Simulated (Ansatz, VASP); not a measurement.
## Co: VASP beside Ansatz

Contents of INCAR:

```
PREC = Accurate ; ENCUT = 520
EDIFF = 1E-6 ; ISMEAR = -1
SIGMA = 0.05 ; LREAL = F
LASPH = T ; NELM = 150
ALGO = Normal ; ISIF = 2
LWAVE = F ; LCHARG = T
ISPIN = 2 ; MAGMOM = 1.777 1.777
LORBIT = 11 ; LMAXMIX = 4
GGA = RE ; LELF = T
LVHAR = T ; NBANDS = 20
```

Contents of KPOINTS:

```
Automatic mesh
0
Gamma
  12 12 12
```

Contents of POSCAR:

```
Co
1.0
    0.0000000000      2.6591439876      2.6591439876
    2.6591439876      0.0000000000      2.6591439876
    2.6591439876      2.6591439876      0.0000000000
Co
2
Direct
    0.1250000000      0.1250000000      0.1250000000
    0.8750000000      0.8750000000      0.8750000000
```

Input for Ansatz:

```yaml
crystal:
  lattice:
    - [0.0, 2.6591439876, 2.6591439876]
    - [2.6591439876, 0.0, 2.6591439876]
    - [2.6591439876, 2.6591439876, 0.0]
  atoms:
    - { symbol: Co, position: [0.125, 0.125, 0.125], spin: 1.777 }
    - { symbol: Co, position: [0.875, 0.875, 0.875], spin: 1.777 }
hamiltonian:
  xc: revpbe
  pseudopotentials:
    kind: paw
    azcp:
      Co: "pseudopotentials/Co.paw.azcp"
basis:
  ecutwfc: 420
  fft_grid_basis: typed
kpoints:
  mp_grid: { grid: [12, 12, 12], shift: [0, 0, 0] }
magnetization:
  spin_polarized: true
scf:
  occupations: { method: fermi_dirac, width: 0.05 }
  lower_state_search: "off"
output:
  stress: true
```

Alike in both runs: task single point; functional revPBE; k mesh 12 × 12 × 12; occupations fermi-dirac, width 0.05 eV; collinear spin.

|  | VASP | Ansatz |
| --- | --- | --- |
| version | VASP 6.6.1 | Ansatz 0.2.0 |
| potentials or method | VASP PAW PBE potentials, release 64 (Co), cutoff 520 eV | plane waves (420 eV) with PAW, scalar-relativistic |
| valence electrons in the cell | 18 | 34 |

```csv
,VASP,Ansatz,Ansatz less VASP
pressure (GPa),-8.3,-8.1,+0.16
net moment per atom (μB),1.78,1.79,+0.009
size of the moment on the site where the two differ most (μB),1.80,1.84,+0.042
```

VASP's potentials were made for PBE, not for revPBE. Site moments also hang on the region over which each program counts them. VASP's potentials hold 18 valence electrons a cell and Ansatz's 34, so a difference there can come from the potentials and not from the codes.
